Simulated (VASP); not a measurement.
Here is a VASP 6.6.1 calculation.

File INCAR:

```
PREC = Accurate ; ENCUT = 600
EDIFF = 1E-6 ; ISMEAR = 0
SIGMA = 0.1 ; LREAL = False
LASPH = True ; NELM = 80
ALGO = Normal ; ISIF = 3
LWAVE = False ; LCHARG = False
IBRION = 2 ; NSW = 100
EDIFFG = -0.002
```

Contents of KPOINTS:

```
regular mesh
0
Gamma
  20 20 20
```

Contents of POSCAR:

```
Na
1.0
   -2.0266194270      2.0266194270      2.0266194270
    2.0266194270     -2.0266194270      2.0266194270
    2.0266194270      2.0266194270     -2.0266194270
Na
1
Direct
    0.0000000000      0.0000000000      0.0000000000
```

Potentials or basis: VASP PAW LDA potentials, release 64 (Na_pv).

Command:

```sh
$ cat potpaw_LDA.64/Na_pv/POTCAR > POTCAR
$ mpirun -np 1 vasp_std > vasp.out
```

**Question.** What does it give for the relaxed cell?

**Answer.** a = 3.509 Å, b = 3.509 Å, c = 3.509 Å, α = 109.47°, β = 109.47°, γ = 109.47°.

**Question.** Estimate the relaxed volume.

**Answer.** 33.25 Å³/atom.

**Question.** Predict the space group after relaxing (to 0.05 Å).

**Answer.** Im-3m (No. 229).

Final structure:
```xyz
1
Lattice="-2.0258 2.0258 2.0258 2.0258 -2.0258 2.0258 2.0258 2.0258 -2.0258" Properties=species:S:1:pos:R:3 pbc="T T T"
Na    0.0000    0.0000    0.0000
```
